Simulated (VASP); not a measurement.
# Al4Ni (P-3m1) in VASP: further runs

The runs below take Al4Ni through relaxation of cell and atoms, with PBE.

All numbers are computed with VASP 6.6.1; they aren't measurements. Logs are shortened: lines on timing, memory, paths and dates and some standing lists are left out, and cuts for length are marked.

### Step 1. The cell of the first run

The structure is trigonal, space group P-3m1 (No. 164). Conventional cell: a = 2.857 Å, b = 2.857 Å, c = 9.187 Å, α = 90.00°, β = 90.00°, γ = 120.00°. Within 2.7 Å of Al (site symmetry 3m) lie 3 Ni at 2.06 Å. Al (site symmetry 3m) has 12 Al at 2.77 to 2.86 Å within 3.7 Å. Ni (site symmetry -3m) has 6 Al at 2.06 Å within 2.7 Å.

### Step 2. Relaxation of cell and atoms, PBE, collinear spin, ferromagnetic start

Input file INCAR:

```
SYSTEM = Al4Ni
PREC     = Accurate       ! precision mode
ENCUT    = 600            ! plane-wave cutoff, eV
EDIFF    = 1E-6           ! SCF threshold, eV
ISMEAR   = 0              ! smearing method
SIGMA    = 0.1            ! smearing width, eV
LREAL    = .False.        ! projectors in reciprocal space
LASPH    = .True.         ! aspherical terms in the spheres
NELM     = 150            ! most SCF steps
ALGO     = Fast           ! electronic algorithm
ISIF     = 3              ! what is computed and relaxed
LWAVE    = .False.        ! write WAVECAR
LCHARG   = .False.        ! write CHGCAR
ISPIN    = 2              ! spin polarisation
MAGMOM   = 0 0 0 0 2      ! initial moments
LORBIT   = 11             ! projections on sites
LMAXMIX  = 4              ! l up to which the mixer works
GGA      = PE             ! functional
IBRION   = 2              ! ionic algorithm
NSW      = 90             ! ionic steps
EDIFFG   = -0.04          ! ionic threshold
```

Input file KPOINTS:

```
Automatic mesh
0
Gamma
  6 6 2
  0 0 0
```

Input file POSCAR:

```
Al4Ni
1.0
    2.8570695100      0.0000000000      0.0000000000
   -1.4285347600      2.4742947800      0.0000000000
    0.0000000000      0.0000000000      9.1868538200
Al Ni
4 1
Direct
    0.3333333300      0.6666666700      0.8658552800
    0.3333333300      0.6666666700      0.3767953500
    0.6666666700      0.3333333300      0.1341447200
    0.6666666700      0.3333333300      0.6232046500
    0.0000000000      0.0000000000      0.0000000000
```

Potentials or basis: VASP PAW PBE potentials, release 64 (Al, Ni).

The run is started by

```console
cat potpaw_PBE.64/Al/POTCAR potpaw_PBE.64/Ni/POTCAR > POTCAR
mpirun -np 1 vasp_std > vasp.out
```

OUTCAR:

```text
SYSTEM = Al4Ni
   PREC = Accurate
   ENCUT = 600
   EDIFF = 1E-6
   ISMEAR = 0
   LREAL = .False.
   LASPH = .True.
   NELM = 150
   ISIF = 3
   ISPIN = 2
   LORBIT = 11
   GGA = PE
   IBRION = 2
   NSW = 90
   EDIFFG = -0.04

 ion  position               nearest neighbor table
   1  0.333  0.667  0.866-   5 2.06   5 2.06   5 2.06   4 2.77   4 2.77   4 2.77   3 2.97   3 2.97
                             3 2.97
   2  0.333  0.667  0.377-   3 2.77   3 2.77   3 2.77   4 2.80   4 2.80   4 2.80
   3  0.667  0.333  0.134-   5 2.06   5 2.06   5 2.06   2 2.77   2 2.77   2 2.77   1 2.97   1 2.97
                             1 2.97
   4  0.667  0.333  0.623-   1 2.77   1 2.77   1 2.77   2 2.80   2 2.80   2 2.80
   5  0.000  0.000  0.000-   1 2.06   3 2.06   3 2.06   1 2.06   3 2.06   1 2.06

  LATTYP: Found a hexagonal cell.
 ALAT       =     2.8570695100
 C/A-ratio  =     3.2154813832

  Lattice vectors:

 A1 = (   2.8570695100,   0.0000000000,   0.0000000000)
 A2 = (  -1.4285347600,   2.4742947800,   0.0000000000)
 A3 = (   0.0000000000,   0.0000000000,   9.1868538200)

Analysis of symmetry for initial positions (statically):
=====================================================================
 Subroutine PRICEL returns:
 Original cell was already a primitive cell.

 Routine SETGRP: Setting up the symmetry group for a
 hexagonal supercell.

 Subroutine GETGRP returns: Found 12 space group operations
 (whereof 12 operations were pure point group operations)
 out of a pool of 24 trial point group operations.

The static configuration has the point symmetry D_3d.

Analysis of symmetry for dynamics (positions and initial velocities):
=====================================================================
 Subroutine PRICEL returns:
 Original cell was already a primitive cell.

 Routine SETGRP: Setting up the symmetry group for a
 hexagonal supercell.

 Subroutine GETGRP returns: Found 12 space group operations
 (whereof 12 operations were pure point group operations)
 out of a pool of 24 trial point group operations.

The dynamic configuration has the point symmetry D_3d.

Analysis of structural, dynamic, and magnetic symmetry:
=====================================================================
 Subroutine PRICEL returns:
 Original cell was already a primitive cell.

 Routine SETGRP: Setting up the symmetry group for a
 hexagonal supercell.

 Subroutine GETGRP returns: Found 12 space group operations
 (whereof 12 operations were pure point group operations)
 out of a pool of 24 trial point group operations.

The overall configuration has the point symmetry D_3d.

 Subroutine INISYM returns: Found 12 space group operations
 (whereof 12 operations are pure point group operations),
 and found     1 'primitive' translations

----------------------------------------------------------------------------------------

                                     Primitive cell

  volume of cell :      64.9440

  direct lattice vectors                    reciprocal lattice vectors
     2.857069510  0.000000000  0.000000000     0.350008985  0.202077782  0.000000000
    -1.428534760  2.474294780  0.000000000     0.000000000  0.404155563  0.000000000
     0.000000000  0.000000000  9.186853820     0.000000000  0.000000000  0.108851193

  length of vectors
     2.857069510  2.857069516  9.186853820     0.404155564  0.404155563  0.108851193

  position of ions in fractional coordinates (direct lattice)
     0.333333330  0.666666670  0.865855280
     0.333333330  0.666666670  0.376795350
     0.666666670  0.333333330  0.134144720
     0.666666670  0.333333330  0.623204650
     0.000000000  0.000000000  0.000000000

[... 38 lines left out ...]
  0.333333 -0.000000  0.000000      6.000000
  0.500000  0.000000  0.000000      3.000000
  0.166667  0.166667  0.000000      6.000000
  0.333333  0.166667  0.000000     12.000000
  0.333333  0.333333  0.000000      2.000000
  0.000000  0.000000  0.500000      1.000000
  0.166667 -0.000000  0.500000      6.000000
  0.333333 -0.000000  0.500000      6.000000
  0.500000  0.000000  0.500000      3.000000
  0.166667  0.166667  0.500000      6.000000
  0.333333  0.166667  0.500000     12.000000
  0.333333  0.333333  0.500000      2.000000
   k-points           NKPTS =     14   k-points in BZ     NKDIM =     14   number of bands    NBANDS=     16
   number of dos      NEDOS =    301   number of ions     NIONS =      5
   total plane-waves  NPLWV =  46080
   dimension x,y,z NGX =    24 NGY =   24 NGZ =   80
   dimension x,y,z NGXF=    48 NGYF=   48 NGZF=  160
   ions per type =               4   1
   NGX,Y,Z   is equivalent  to a cutoff of  13.97, 13.97, 14.48 a.u.
   NGXF,Y,Z  is equivalent  to a cutoff of  27.93, 27.93, 28.95 a.u.
 SYSTEM =  Al4Ni
   PREC   = accura    normal or accurate (medium, high low for compatibility)
   ISTART =      0    job   : 0-new  1-cont  2-samecut
   ICHARG =      2    charge: 1-file 2-atom 10-const
   ISPIN  =      2    spin polarized calculation?
   LNONCOLLINEAR =      F non collinear calculations
   LSORBIT =      F    spin-orbit coupling
   LASPH  =      T    aspherical Exc in radial PAW
   ENCUT  =  600.0 eV  44.10 Ry    6.64 a.u.   5.71  5.71 18.35*2*pi/ulx,y,z
   NELM   =    150;   NELMIN=  2; NELMDL= -5     # of ELM steps
   EDIFF  = 0.1E-05   stopping-criterion for ELM
   LREAL  =      F    real-space projection
   EDIFFG = -.4E-01   stopping-criterion for IOM
   NSW    =     90    number of steps for IOM
   IBRION =      2    ionic relax: 0-MD 1-quasi-New 2-CG
   NFREE  =      1    steps in history (QN), initial steepest desc. (CG)
   ISIF   =      3    stress and relaxation
   ISYM   =      2    0-nonsym 1-usesym 2-fastsym
   POTIM  = 0.5000    time-step for ionic-motion
   TEBEG  =    0.0;   TEEND  =   0.0 temperature during run
   PSTRESS=    0.0 pullay stress
   NELECT =      22.0000    total number of electrons
   NUPDOWN=      -1.0000    fix difference up-down
   EMIN   =  10.00;   EMAX   =-10.00  energy-range for DOS
   EFERMI =   0.00;   METHOD = LEGACY
   ISMEAR =     0;   SIGMA  =   0.10  broadening in eV -4-tet -1-fermi 0-gaus
   EFERMI_NEDOS =   21; number of points for ismear=-14 and -15
   IALGO  =     68    algorithm
   IMIX   =      4    mixing-type and parameters
     AMIX     =   0.40;   BMIX     =  1.00
     AMIX_MAG =   1.60;   BMIX_MAG =  1.00
  volume/ion in A,a.u.               =      12.99        87.65
  Fermi-wavevector in a.u.,A,eV,Ry     =   1.141220  2.156593 17.719998  1.302383
  Thomas-Fermi vector in A             =   2.277921
   LORBIT       =     11    0 simple, 1 ext, 2 COOP (PROOUT), +10 PAW based schemes
   GGA     = PE    functional components
   LHFCALC =     F    Hartree Fock is set to
   AEXX    =    0.0000 exact exchange contribution
   IVDW    =     0    specifies the selected vdW correction
   LEPSILON=     F    determine dielectric tensor
   LRPA    =     F    only Hartree local field effects (RPA)
 conjugate gradient relaxation of ions
 spin polarized calculation
 RMM-DIIS sequential band-by-band and
 Gauss-broadening in eV      SIGMA  =   0.10
  energy-cutoff  :      600.00
  volume of cell :       64.94
 maximum number of plane-waves:      2186
 NGX is ok and might be reduce to    24
   NGX = 11   NGY = 11   NGZ = 37

--------------------------------------- Ionic step        1  -------------------------------------------

 number of electron      22.0000001 magnetization       0.0003692

 Free energy of the ion-electron system (eV)
  ---------------------------------------------------
  ext. energy  EPLUGINS =         0.00000000
  ---------------------------------------------------
  free energy    TOTEN  =       -17.40649120 eV

  energy without entropy =      -17.39875520  energy(sigma->0) =      -17.40262320

------------------------ aborting loop because EDIFF is reached ----------------------------------------

  FORCE on cell =-STRESS in cart. coord.  units (eV):
  Direction    XX          YY          ZZ          XY          YZ          ZX
  --------------------------------------------------------------------------------------
  -------------------------------------------------------------------------------------
  Total       17.1036501     17.1036502     19.8792225     -0.0000000      0.0000000     -0.0000000
  in kB      421.9493624    421.9493637    490.4231092     -0.0000009      0.0000000     -0.0000000
  external PRESSURE =     444.7739451 kB  Pullay stress =       0.0000000 kB
[... 69 lines left out ...]
 number of electron      22.0000007 magnetization       0.0098321

 number of electron      22.0000007 magnetization      -0.0112609

------------------------ aborting loop EDIFF was not reached (unconverged)  ----------------------------

  FORCE on cell =-STRESS in cart. coord.  units (eV):
  Direction    XX          YY          ZZ          XY          YZ          ZX
  --------------------------------------------------------------------------------------
  -------------------------------------------------------------------------------------
  Total        9.9221735      9.9221735     19.8412685     -0.0000000     -0.0000000      0.0000000
  in kB      187.1659848    187.1659855    374.2738987     -0.0000004     -0.0000000      0.0000000
  external PRESSURE =     249.5352896 kB  Pullay stress =       0.0000000 kB
[... 1099 lines left out ...]
      3       5.6395      1.00000
      4       5.9051      1.00000
      5       5.9051      1.00000
      6       6.9195      1.00000
[... 8 lines left out ...]
     15      14.7840      0.00000
     16      16.6516      0.00000

[... ionic steps 4 to 26 ...]

--------------------------------------- Ionic step       27  -------------------------------------------

 number of electron      22.0000011 magnetization       0.0000000

------------------------ aborting loop because EDIFF is reached ----------------------------------------
[... 75 lines left out ...]
 number of electron      22.0000011 magnetization      -0.0000000

 number of electron      22.0000011 magnetization       0.0000000

 Free energy of the ion-electron system (eV)
  ---------------------------------------------------
  ext. energy  EPLUGINS =         0.00000000
  ---------------------------------------------------
  free energy    TOTEN  =       -21.30643507 eV

  energy without entropy =      -21.29637470  energy(sigma->0) =      -21.30140489

 E-fermi :   8.3111     XC(G=0): -10.7112

 val. band max:        8.2651432324   @ k =   0.3333   0.1667   0.0000
 cond. band min:       8.3365443646   @ k =   0.5000   0.0000   0.0000
 fundamental gap:      0.0714011323
 Fermi energy:         8.3110683575
[... 567 lines left out ...]
  FREE ENERGIE OF THE ION-ELECTRON SYSTEM (eV)
  ---------------------------------------------------
  free  energy   TOTEN  =       -21.3064350701 eV

  energy  without entropy=      -21.2963747018  energy(sigma->0) =      -21.30140489

 reached required accuracy - stopping structural energy minimisation

 total charge

# of ion       s       p       d       tot
------------------------------------------
    1        0.421   0.369   0.000   0.790
    2        0.437   0.337   0.000   0.774
    3        0.421   0.369   0.000   0.790
    4        0.437   0.337   0.000   0.774
    5        0.449   0.465   8.427   9.340
--------------------------------------------------
tot          2.165   1.876   8.427  12.468

 magnetization (x)

# of ion       s       p       d       tot
------------------------------------------
    1       -0.000  -0.000   0.000  -0.000
    2        0.000   0.000   0.000   0.000
    3       -0.000  -0.000   0.000  -0.000
    4        0.000   0.000   0.000   0.000
    5       -0.000  -0.000   0.000   0.000
--------------------------------------------------
tot         -0.000  -0.000   0.000   0.000
```

It took 40 min on 1 thread of Intel Xeon Platinum 8259CL at 2.50GHz (Skylake/Cascade Lake), shared host; peak memory 0.27 GiB.

What came out:

| Property | Result |
| --- | --- |
| Free energy | -21.3064 eV |
| Relaxed volume | 15.02 Å³/atom |
| Relaxed cell | a = 2.800 Å, b = 2.800 Å, c = 11.063 Å, α = 90.00°, β = 90.00°, γ = 120.00° |
| Space group after relaxing (to 0.05 Å) | P-3m1 (No. 164) |
| Energy gained by relaxing | 780.0 meV/atom |
| Ionic steps | 29 |
| Pressure after relaxing | 0.2 GPa |
| Largest force after relaxing | 0.036 eV/Å |
| Band gap on the k mesh | zero (filled and empty bands overlap) |
| Net moment | 0.00 μB per cell |
| Valence electrons inside the program's atomic spheres | Al 0.79, 0.77; Ni 9.34 |

Forces on the atoms (eV/Å):
```
Al   0.000  0.000  0.036
Al   0.000  0.000 -0.028
Al   0.000  0.000 -0.036
Al   0.000  0.000  0.028
Ni   0.000  0.000  0.000
```

Step by step:
| step | energy change (eV) | largest force (eV/Å) | pressure (GPa) | volume (Å³) |
| --- | --- | --- | --- | --- |
| 1 | 0.0000 | 6.4539 | 44.48 | 64.94 |
| 2 | -1.8654 | 0.7192 | -13.56 | 105.05 |
| 3 | 35.1055 | 6.0332 | 24.95 | 84.94 |
| 4 | -0.9801 | 0.3595 | -10.33 | 98.35 |
| 5 | -2.2623 | 0.4847 | -7.46 | 91.48 |
| 6 | -3.0465 | 0.4967 | -6.32 | 88.17 |
| 7 | -3.0930 | 0.5251 | -5.11 | 86.54 |
| 8 | -3.1090 | 0.5395 | -4.14 | 85.74 |
| 9 | -3.1024 | 0.8547 | -0.65 | 80.80 |
| 10 | 19.1787 | 7.6444 | 59.78 | 66.90 |
| 11 | -3.2498 | 1.0136 | 1.38 | 78.57 |
| 12 | -3.4910 | 1.3897 | 7.80 | 72.88 |
| 13 | -3.5505 | 1.3146 | 8.09 | 72.16 |
| 14 | -3.6324 | 0.9888 | 9.96 | 69.96 |
| 15 | -3.7248 | 0.7567 | 7.14 | 71.30 |
| 16 | -3.8575 | 0.2144 | 0.11 | 75.40 |
| 17 | -3.8605 | 0.1711 | -0.84 | 76.11 |
| 18 | -3.8605 | 0.1702 | -0.96 | 76.23 |
| 19 | -3.8704 | 0.1619 | -1.09 | 76.11 |
| 20 | -3.8916 | 0.1386 | -0.87 | 75.75 |
| 21 | -3.8824 | 0.1317 | 0.16 | 74.99 |
| 22 | -3.8962 | 0.1206 | -0.49 | 75.42 |
| 23 | -3.8966 | 0.1244 | -0.58 | 75.49 |
| 24 | -3.8981 | 0.1004 | -0.05 | 75.17 |
| 25 | -3.8985 | 0.0866 | 0.26 | 74.99 |
| 26 | -3.8985 | 0.0837 | 0.20 | 74.95 |
| 27 | -3.8985 | 0.0783 | 0.28 | 74.88 |
| 28 | -3.8992 | 0.0600 | 0.27 | 74.95 |
| 29 | -3.8999 | 0.0360 | 0.16 | 75.09 |

Final structure:
```
Al Ni
1.0
     2.79956    0.00000    0.00000
    -1.39978    2.42449    0.00000
     0.00000    0.00000   11.06270
Al Ni
4 1
Cartesian
  0.0000 1.6163 9.1742
  0.0000 1.6163 4.2575
  1.3998 0.8082 1.8885
  1.3998 0.8082 6.8052
  -1.3998 2.4245 0.0000
```

Caveat: the k points lie up to 0.43 Å⁻¹ apart in the final cell; the starting moments collapsed, and a magnetic state may lie lower; the volume moved by over 15 % at a fixed basis, so the end points are rough.

(Continued in part 2 of 2.)
